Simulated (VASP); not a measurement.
The system is Li2B.

```
CELL_PARAMETERS angstrom
0.00000 2.63954 2.63954
2.63954 0.00000 2.63954
2.63954 2.63954 0.00000
ATOMIC_POSITIONS crystal
Li 0.25000 0.25000 0.25000
Li 0.75000 0.75000 0.75000
B 0.00000 0.00000 0.00000
```

```yaml
Program: VASP 6.6.1
Task: relaxation of cell and atoms
Functional: PBE
Potentials_or_basis: VASP PAW PBE potentials, release 64 (Li_sv, B)
Cutoff: 600 eV
k_mesh: 6 × 6 × 6
Occupations: gaussian, width 0.1 eV
Spin: no spin polarisation
```

At the start: pressure 4.6 GPa; volume 12.26 Å³/atom.

How do energy, volume and symmetry change on relaxing?

Over 4 steps the energy falls by 18.9 meV/atom and the volume is 13.71 Å³/atom (+11.8 %); space group Fm-3m (No. 225, to 0.05 Å).

The path:
```tsv
step	energy change (eV)	largest force (eV/Å)	pressure (GPa)	volume (Å³)
1	0.0000	0.0000	4.58	36.78
2	-0.0402	0.0000	2.29	38.68
3	-0.0557	0.0000	-0.54	41.78
4	-0.0568	0.0000	-0.02	41.14
```

Final structure:
```cif
data_structure
_symmetry_space_group_name_H-M 'P 1'
_symmetry_Int_Tables_number 1
_cell_length_a 3.8748
_cell_length_b 3.8748
_cell_length_c 3.8748
_cell_angle_alpha 60.000
_cell_angle_beta 60.000
_cell_angle_gamma 60.000
_cell_volume 41.14
loop_
_atom_site_label
_atom_site_type_symbol
_atom_site_fract_x
_atom_site_fract_y
_atom_site_fract_z
_atom_site_occupancy
Li1 Li 0.25000 0.25000 0.25000 1
Li2 Li 0.75000 0.75000 0.75000 1
B1 B 0.00000 0.00000 0.00000 1
```

Caveat: the cutoff is under 1.25 times the usual one of these potentials, so pressure, stress and relaxed cells hold a basis-set (Pulay) error.
